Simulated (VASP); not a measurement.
Wanted: the native input for a VASP 6.6.1 run.

- Task: single point
- Functional: PBEsol
- Potentials or basis: VASP PAW PBE potentials, release 64 (Mo_sv)
- Cutoff: 500 eV
- k mesh: 8 × 8 × 8
- Occupations: fermi-dirac, width 0.1 eV
- Spin: no spin polarisation
- Dipole correction: no
- Further INCAR settings: ALGO = Normal; EDIFF = 1e-06; NBANDS = 13

The structure of Mo lies in POSCAR:

```
Mo
1.0
    2.7114582470     -0.0000000150     -0.0000000260
   -0.9038194015      2.5563873561     -0.0000000260
   -0.9038194015     -1.2781936405      2.2138964140
Mo
1
Direct
    0.0000000000      0.0000000000      0.0000000000
```

One way to write it, as run:

INCAR

```
SYSTEM = Mo
ALGO = Normal
EDIFF = 1E-6
ENCUT = 500
GGA = PS
GGA_COMPAT = .FALSE.
ISIF = 2
ISMEAR = -1
LASPH = .TRUE.
LCHARG = .TRUE.
LELF = .TRUE.
LREAL = .FALSE.
LVHAR = .TRUE.
LWAVE = .FALSE.
NBANDS = 13
NELM = 120
PREC = Accurate
SIGMA = 0.1
```

KPOINTS

```
k-points
0
G
  8 8 8
  0 0 0
```

Potentials or basis: VASP PAW PBE potentials, release 64 (Mo_sv).

Run with:

```sh
$ cat potpaw_PBE.64/Mo_sv/POTCAR > POTCAR
$ mpirun -np 1 vasp_std > vasp.out
```

It gave:

```json
{
 "Pressure": "0.6 GPa",
 "Band gap on the k mesh": "zero (bands 7 and 8 overlap by 5.52 eV)"
}
```

Caveat: the PAW data sets were made with another functional, which shifts forces and pressure a little.

Wall time 2.8 s on 1 thread of Intel(R) Xeon(R) 6975P-C (Granite Rapids), with other jobs on the host, peak memory 0.12 GiB.
